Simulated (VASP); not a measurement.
# WSe2 (P6_3/mmc) in VASP: notebook

Runs on WSe2. Level: LDA. Tasks: single point, relaxation of cell and atoms.

All numbers are computed with VASP 6.6.1; they aren't measurements. Logs are shortened: lines on timing, memory, paths and dates and some standing lists are left out, and cuts for length are marked.

**Experimental background.**

“Time-resolved XUV ARPES with tunable 24–33 eV laser pulses at 30 meV resolution”, 2019, pmc:6684652 reports, for a bulk crystal of WSe2: band gap 1.3 eV (indirect).

The results are compared with them further down.

**1. The cell of the first run**

The structure is hexagonal, space group P6_3/mmc (No. 194). The conventional cell has a = 3.250 Å, b = 3.250 Å, c = 12.820 Å, α = 90.00°, β = 90.00°, γ = 120.00°. Within 3.3 Å of W (site symmetry -6m2) lie 6 Se at 2.51 Å and 6 W at 3.25 Å. Se (site symmetry 3m) has 3 W at 2.51 Å and 6 Se at 3.25 Å within 3.3 Å.

**2. Single point, LDA**

INCAR reads:

```
SYSTEM = WSe2
PREC     = Accurate       ! precision mode
ENCUT    = 520            ! plane-wave cutoff, eV
EDIFF    = 1E-6           ! SCF threshold, eV
ISMEAR   = 0              ! smearing method
SIGMA    = 0.01           ! smearing width, eV
LREAL    = .FALSE.        ! projectors in reciprocal space
LASPH    = .TRUE.         ! aspherical terms in the spheres
NELM     = 60             ! most SCF steps
ALGO     = Normal         ! electronic algorithm
ISIF     = 2              ! what is computed and relaxed
LWAVE    = .FALSE.        ! write WAVECAR
LCHARG   = .FALSE.        ! write CHGCAR
NBANDS   = 35             ! bands
```

KPOINTS reads:

```
regular mesh
0
G
  12 12 3
  0 0 0
```

POSCAR reads:

```
WSe2
1.0
    3.2496979866      0.0000000000      0.0000000000
   -1.6248489933      2.8143210110      0.0000000000
    0.0000000000      0.0000000000     12.8204100758
W Se
2 4
Direct
    0.3333333333      0.6666666667      0.2500000000
    0.6666666667      0.3333333333      0.7500000000
    0.3333333333      0.6666666667      0.6199817715
    0.6666666667      0.3333333333      0.1199817715
    0.3333333333      0.6666666667      0.8800182285
    0.6666666667      0.3333333333      0.3800182285
```

Potentials or basis: VASP PAW LDA potentials, release 64 (W_sv, Se).

Launch:

```
> cat potpaw_LDA.64/W_sv/POTCAR potpaw_LDA.64/Se/POTCAR > POTCAR
> mpirun -np 1 vasp_std > vasp.out
```

OUTCAR:

```text
SYSTEM = WSe2
   PREC = Accurate
   ENCUT = 520
   EDIFF = 1E-6
   ISMEAR = 0
   LREAL = .FALSE.
   LASPH = .TRUE.
   NELM = 60
   ISIF = 2

 ion  position               nearest neighbor table
   1  0.333  0.667  0.250-   4 2.51   6 2.51   4 2.51   6 2.51   4 2.51   6 2.51
   2  0.667  0.333  0.750-   3 2.51   5 2.51   3 2.51   5 2.51   3 2.51   5 2.51
   3  0.333  0.667  0.620-   2 2.51   2 2.51   2 2.51
   4  0.667  0.333  0.120-   1 2.51   1 2.51   1 2.51
   5  0.333  0.667  0.880-   2 2.51   2 2.51   2 2.51
   6  0.667  0.333  0.380-   1 2.51   1 2.51   1 2.51

  LATTYP: Found a hexagonal cell.
 ALAT       =     3.2496979866
 C/A-ratio  =     3.9451081696

  Lattice vectors:

 A1 = (   3.2496979866,   0.0000000000,   0.0000000000)
 A2 = (  -1.6248489933,   2.8143210110,   0.0000000000)
 A3 = (   0.0000000000,   0.0000000000,  12.8204100758)

Analysis of symmetry for initial positions (statically):
=====================================================================
 Subroutine PRICEL returns:
 Original cell was already a primitive cell.

 Routine SETGRP: Setting up the symmetry group for a
 hexagonal supercell.

 Subroutine GETGRP returns: Found 24 space group operations
 (whereof 12 operations were pure point group operations)
 out of a pool of 24 trial point group operations.

The static configuration has the point symmetry D_3d.
 The point group associated with its full space group is D_6h.

Analysis of symmetry for dynamics (positions and initial velocities):
=====================================================================
 Subroutine PRICEL returns:
 Original cell was already a primitive cell.

 Routine SETGRP: Setting up the symmetry group for a
 hexagonal supercell.

 Subroutine GETGRP returns: Found 24 space group operations
 (whereof 12 operations were pure point group operations)
 out of a pool of 24 trial point group operations.

The dynamic configuration has the point symmetry D_3d.
 The point group associated with its full space group is D_6h.

 Subroutine INISYM returns: Found 24 space group operations
 (whereof 12 operations are pure point group operations),
 and found     1 'primitive' translations

----------------------------------------------------------------------------------------
[... 94 lines left out ...]
   ICHARG =      2    charge: 1-file 2-atom 10-const
   ISPIN  =      1    spin polarized calculation?
   LNONCOLLINEAR =      F non collinear calculations
   LSORBIT =      F    spin-orbit coupling
   LASPH  =      T    aspherical Exc in radial PAW
   ENCUT  =  520.0 eV  38.22 Ry    6.18 a.u.   6.04  6.04 23.84*2*pi/ulx,y,z
   NELM   =     60;   NELMIN=  2; NELMDL= -5     # of ELM steps
   EDIFF  = 0.1E-05   stopping-criterion for ELM
   LREAL  =      F    real-space projection
   EDIFFG = 0.1E-04   stopping-criterion for IOM
   NSW    =      0    number of steps for IOM
   IBRION =     -1    ionic relax: 0-MD 1-quasi-New 2-CG
   NFREE  =      0    steps in history (QN), initial steepest desc. (CG)
   ISIF   =      2    stress and relaxation
   ISYM   =      2    0-nonsym 1-usesym 2-fastsym
   POTIM  = 0.5000    time-step for ionic-motion
   TEBEG  =    0.0;   TEEND  =   0.0 temperature during run
   PSTRESS=    0.0 pullay stress
   NELECT =      52.0000    total number of electrons
   NUPDOWN=      -1.0000    fix difference up-down
   EMIN   =  10.00;   EMAX   =-10.00  energy-range for DOS
   EFERMI =   0.00;   METHOD = LEGACY
   ISMEAR =     0;   SIGMA  =   0.01  broadening in eV -4-tet -1-fermi 0-gaus
   EFERMI_NEDOS =   21; number of points for ismear=-14 and -15
   IALGO  =     38    algorithm
   IMIX   =      4    mixing-type and parameters
     AMIX     =   0.40;   BMIX     =  1.00
     AMIX_MAG =   1.60;   BMIX_MAG =  1.00
  volume/ion in A,a.u.               =      19.54       131.88
  Fermi-wavevector in a.u.,A,eV,Ry     =   1.248446  2.359221 21.206277  1.558617
  Thomas-Fermi vector in A             =   2.382532
   LORBIT       =      0    0 simple, 1 ext, 2 COOP (PROOUT), +10 PAW based schemes
   GGA     = CA    functional components
   LHFCALC =     F    Hartree Fock is set to
   AEXX    =    0.0000 exact exchange contribution
   IVDW    =     0    specifies the selected vdW correction
   LEPSILON=     F    determine dielectric tensor
   LRPA    =     F    only Hartree local field effects (RPA)
 non-spin polarized calculation
 Gauss-broadening in eV      SIGMA  =   0.01
  energy-cutoff  :      520.00
  volume of cell :      117.25
 maximum number of plane-waves:      3201
   NGX = 13   NGY = 13   NGZ = 47

 number of electron      51.9999989 magnetization

 Free energy of the ion-electron system (eV)
  ---------------------------------------------------
  ext. energy  EPLUGINS =         0.00000000
  ---------------------------------------------------
  free energy    TOTEN  =       -48.49154387 eV

  energy without entropy =      -48.49154387  energy(sigma->0) =      -48.49154387

 E-fermi :   6.7617     XC(G=0): -11.1953

 val. band max:        6.6701538909   @ k =   0.0000   0.0000   0.0000
 cond. band min:       7.5453555386   @ k =   0.1667   0.1667   0.0000
 fundamental gap:      0.8752016477
 Fermi energy:         6.7617372352

 k-point     1 :       0.0000    0.0000    0.0000
  band No.  band energies     occupation
      1     -67.1660      2.00000
      2     -67.1660      2.00000
      3     -31.7140      2.00000
      4     -31.7139      2.00000
      5     -31.5396      2.00000
      6     -31.5396      2.00000
[... 901 lines left out ...]
     34      10.8466      0.00000
     35      12.1738      0.00000

 [... further k-points ...]
[... 5 lines left out ...]
  --------------------------------------------------------------------------------------
  -------------------------------------------------------------------------------------
  Total        0.5302860      0.5302860      0.6661249      0.0000000      0.0000000      0.0000000
  in kB        7.2460640      7.2460640      9.1022279      0.0000000      0.0000000      0.0000000
  external PRESSURE =       7.8647853 kB  Pullay stress =       0.0000000 kB

 VOLUME and BASIS-vectors are now :
 -----------------------------------------------------------------------------
  energy-cutoff  :      520.00
  volume of cell :      117.25
      direct lattice vectors                 reciprocal lattice vectors
     3.249697987  0.000000000  0.000000000     0.307720903  0.177662746  0.000000000
    -1.624848993  2.814321011  0.000000000     0.000000000  0.355325493  0.000000000
     0.000000000  0.000000000 12.820410076     0.000000000  0.000000000  0.078000625

 POSITION                                       TOTAL-FORCE (eV/Angst)
 -----------------------------------------------------------------------------------
     -0.00000      1.87621      3.20510         0.000000      0.000000     -0.000000
      1.62485      0.93811      9.61531        -0.000000      0.000000     -0.000000
     -0.00000      1.87621      7.94842         0.000000     -0.000000     -0.101784
      1.62485      0.93811      1.53822         0.000000     -0.000000     -0.101784
     -0.00000      1.87621     11.28219        -0.000000      0.000000      0.101784
      1.62485      0.93811      4.87199         0.000000      0.000000      0.101784
 -----------------------------------------------------------------------------------
    total drift:                                0.000000     -0.000000      0.000000

  FREE ENERGIE OF THE ION-ELECTRON SYSTEM (eV)
  ---------------------------------------------------
  free  energy   TOTEN  =       -48.4915438708 eV

  energy  without entropy=      -48.4915438708  energy(sigma->0) =      -48.49154387
```

OSZICAR:

```text
N       E                     dE             d eps       ncg     rms          rms(c)
DAV:   1     0.495251405946E+03    0.49525E+03   -0.27990E+04  2932   0.146E+03
DAV:   2    -0.187526968984E+02   -0.51400E+03   -0.49652E+03  3092   0.393E+02
DAV:   3    -0.497305788429E+02   -0.30978E+02   -0.30402E+02  3207   0.903E+01
DAV:   4    -0.504114357533E+02   -0.68086E+00   -0.67731E+00  3193   0.137E+01
DAV:   5    -0.504201621911E+02   -0.87264E-02   -0.87128E-02  3205   0.167E+00    0.319E+01
DAV:   6    -0.488968340330E+02    0.15233E+01   -0.52605E+00  2979   0.151E+01    0.115E+01
DAV:   7    -0.486795660810E+02    0.21727E+00   -0.26583E+00  2846   0.786E+00    0.578E+00
DAV:   8    -0.484929287902E+02    0.18664E+00   -0.38516E-01  2978   0.421E+00    0.136E+00
DAV:   9    -0.484936437292E+02   -0.71494E-03   -0.59877E-02  3120   0.113E+00    0.863E-01
DAV:  10    -0.484916314249E+02    0.20123E-02   -0.12565E-02  2981   0.757E-01    0.158E-01
DAV:  11    -0.484916038750E+02    0.27550E-04   -0.14484E-03  2931   0.244E-01    0.176E-01
DAV:  12    -0.484915609344E+02    0.42941E-04   -0.49019E-05  3035   0.457E-02    0.115E-01
DAV:  13    -0.484915436164E+02    0.17318E-04   -0.82108E-05  2986   0.554E-02    0.596E-03
DAV:  14    -0.484915438708E+02   -0.25439E-06   -0.37862E-06  2864   0.108E-02
   1 F= -.48491544E+02 E0= -.48491544E+02  d E =-.489162E-41
```

It took 82 s on 1 thread of AMD EPYC 9R45 (Zen 5), shared host; peak memory 0.23 GiB.

What came out:

| Item | Value |
| --- | --- |
| Free energy | -48.4915 eV |
| Pressure | 0.8 GPa |
| Largest force | 0.102 eV/Å |
| Band gap on the k mesh | 0.88 eV, indirect (least direct gap 1.62 eV) |

Forces in eV/Å, atoms in the order of the input:
```
W    0.000  0.000  0.000
W    0.000  0.000  0.000
Se   0.000  0.000 -0.102
Se   0.000  0.000 -0.102
Se   0.000  0.000  0.102
Se   0.000  0.000  0.102
```

Levels at points of the mesh, in eV from the valence-band top:
| k point | band 22 | band 23 | band 24 | band 25 | band 26 | band 27 | band 28 | band 29 | band 30 | band 31 |
| --- | --- | --- | --- | --- | --- | --- | --- | --- | --- | --- |
| (0.00, 0.00, 0.00) | -1.50 | -1.50 | -1.28 | -1.01 | 0.00 | 2.72 | 2.72 | 2.78 | 2.78 | 2.83 |
| (0.50, 0.00, 0.00) | -2.46 | -1.48 | -1.33 | -1.32 | -1.03 | 2.20 | 2.24 | 2.30 | 2.75 | 2.95 |

Caveat: spin-orbit coupling is left out, which moves the levels of the heavy elements.

**3. Relaxation of cell and atoms, LDA**

This run uses another cell than the first one, of 20.26 Å³/atom, 1.037 times its volume.

INCAR reads:

```
PREC = Accurate
ENCUT = 600
EDIFF = 1E-6
ISMEAR = 0
SIGMA = 0.01
LREAL = False
LASPH = True
NELM = 80
ALGO = Normal
ISIF = 3
LWAVE = False
LCHARG = False
IBRION = 2
NSW = 80
EDIFFG = -0.001
```

KPOINTS reads:

```
regular mesh
0
Gamma
  12 12 3
```

POSCAR reads:

```
WSe2
1.0
    3.2899984505      0.0000000000      0.0000000000
   -1.6449992252      2.8492222365      0.0000000000
    0.0000000000      0.0000000000     12.9700000000
W Se
2 4
Direct
    0.3333333333      0.6666666667      0.2500000000
    0.6666666667      0.3333333333      0.7500000000
    0.3333333333      0.6666666667      0.6210000000
    0.6666666667      0.3333333333      0.1210000000
    0.3333333333      0.6666666667      0.8790000000
    0.6666666667      0.3333333333      0.3790000000
```

Potentials or basis: VASP PAW LDA potentials, release 64 (W_sv, Se).

Launch:

```
> cat potpaw_LDA.64/W_sv/POTCAR potpaw_LDA.64/Se/POTCAR > POTCAR
> mpirun -np 1 vasp_std > vasp.out
```

It took 20 min on 1 thread of AMD EPYC 9R45 (Zen 5), shared host; peak memory 0.3 GiB.

The run converged. Its results:

```
Free energy                            : -48.4941 eV
Relaxed volume                         : 19.62 Å³/atom
Relaxed cell                           : a = 3.255 Å, b = 3.255 Å, c = 12.827 Å, α = 90.00°, β = 90.00°, γ = 120.00°
Space group after relaxing (to 0.05 Å) : P6_3/mmc (No. 194)
Energy gained by relaxing              : 5.4 meV/atom
Ionic steps                            : 32
Pressure after relaxing                : 0.0 GPa
Band gap on the k mesh                 : 0.87 eV, indirect (least direct gap 1.61 eV)
```

Step by step:
```tsv
step	energy change (eV)	largest force (eV/Å)	pressure (GPa)	volume (Å³)
1	0.0000	0.2611	-3.30	121.58
2	0.0961	1.0338	7.52	114.39
3	-0.0274	0.1254	-0.14	119.21
4	-0.0274	0.1338	-0.08	119.17
5	-0.0312	0.0321	-0.03	118.66
6	-0.0312	0.0283	-0.03	118.64
7	-0.0314	0.0221	-0.03	118.57
8	-0.0319	0.0060	-0.11	118.36
9	-0.0324	0.0263	-0.24	117.94
10	-0.0325	0.0116	-0.11	117.80
11	-0.0325	0.0020	-0.03	117.71
12	-0.0325	0.0003	-0.02	117.69
13	-0.0325	0.0031	0.01	117.67
14	-0.0325	0.0010	0.01	117.69
15	-0.0325	0.0004	0.00	117.69
16	-0.0325	0.0049	-0.03	117.70
17	-0.0325	0.0039	-0.02	117.70
18	-0.0325	0.0022	-0.03	117.69
19	-0.0325	0.0015	-0.01	117.69
20	-0.0325	0.0010	-0.02	117.69
21	-0.0325	0.0003	0.01	117.67
22	-0.0325	0.0005	0.01	117.67
23	-0.0325	0.0036	0.01	117.68
24	-0.0325	0.0012	0.00	117.68
25	-0.0325	0.0010	0.01	117.67
26	-0.0325	0.0008	0.01	117.67
27	-0.0325	0.0008	0.01	117.67
28	-0.0325	0.0008	0.01	117.67
29	-0.0325	0.0012	0.02	117.68
30	-0.0325	0.0027	0.00	117.70
31	-0.0325	0.0017	-0.01	117.70
32	-0.0325	0.0007	0.00	117.71
```

Final structure:
```cif
data_structure
_symmetry_space_group_name_H-M 'P 1'
_symmetry_Int_Tables_number 1
_cell_length_a 3.2552
_cell_length_b 3.2552
_cell_length_c 12.8269
_cell_angle_alpha 90.000
_cell_angle_beta 90.000
_cell_angle_gamma 120.000
_cell_volume 117.71
loop_
_atom_site_label
_atom_site_type_symbol
_atom_site_fract_x
_atom_site_fract_y
_atom_site_fract_z
_atom_site_occupancy
W1 W 0.33333 0.66667 0.25000 1
W2 W 0.66667 0.33333 0.75000 1
Se1 Se 0.33333 0.66667 0.61978 1
Se2 Se 0.66667 0.33333 0.11978 1
Se3 Se 0.33333 0.66667 0.88022 1
Se4 Se 0.66667 0.33333 0.38022 1
```

Levels at points of the mesh, in eV from the valence-band top:
```tsv
k point	band 24	band 25	band 26	band 27	band 28	band 29
(0.00, 0.00, 0.00)	-1.26	-1.00	0.00	2.71	2.71	2.77
(0.50, 0.00, 0.00)	-1.31	-1.31	-1.03	2.19	2.23	2.29
```

Caveat: spin-orbit coupling is left out, which moves the levels of the heavy elements. LDA usually gives volumes a few per cent too small.

**4. Comparison with measurements**

Step 2. A measured gap of WSe2 is 1.3 eV (indirect; “Time-resolved XUV ARPES with tunable 24–33 eV laser pulses at 30 meV resolution”, 2019, pmc:6684652); the calculated 0.88 eV misses it by -0.42 eV. Spin-orbit coupling on Se, W is left out. The value is that of LDA on a finite k mesh, which can miss the band edges, without temperature or zero-point motion. Semilocal functionals fall short of measured gaps as a rule.
